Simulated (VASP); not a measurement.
Set up this calculation in VASP 6.6.1, as the native input.

* Task: single point
* Functional: PBE
* Potentials or basis: VASP PAW PBE potentials, release 64 (I)
* Cutoff: 520 eV
* k mesh: 8 × 8 × 4
* Occupations: gaussian, width 0.1 eV
* Spin: no spin polarisation
* Dipole correction: no
* Further INCAR settings: ALGO = Normal; EDIFF = 1e-07; NBANDS = 26

The structure of I lies in POSCAR:

```
I
1.0
    3.0467576734     -4.4487874176      0.0000000000
    3.0467576734      4.4487874176      0.0000000000
    0.0000000000      0.0000000000      8.8150708702
I
5
Direct
    0.5000000000      0.0000000000      0.3063297307
    0.0000000000      0.5000000000      0.6936702693
    0.0000000000      0.5000000000      0.3063297307
    0.5000000000      0.0000000000      0.6936702693
    0.0000000000      0.0000000000      0.0000000000
```

These files were run (other wordings do the same):

INCAR

```
PREC = Accurate
ENCUT = 520
EDIFF = 1E-7
ISMEAR = 0
SIGMA = 0.1
LREAL = False
LASPH = True
NELM = 100
ALGO = Normal
ISIF = 2
LWAVE = False
LCHARG = False
GGA = PE
NBANDS = 26
```

KPOINTS

```
regular mesh
0
Gamma
  8 8 4
```

Potentials or basis: VASP PAW PBE potentials, release 64 (I).

The run is started by

```bash
$ cat potpaw_PBE.64/I/POTCAR > POTCAR
$ mpirun -np 1 vasp_std > vasp.out
```

Results of the run:

The pressure is 0.0 GPa.

Caveat: an odd number of electrons without spin polarisation forces a metal; a magnetic or distorted state may lie lower.

Run time: 5.3 min on 1 thread of Intel(R) Xeon(R) Platinum 8375C CPU @ 2.90GHz (Ice Lake) (shared host), peak memory 0.5 GiB.
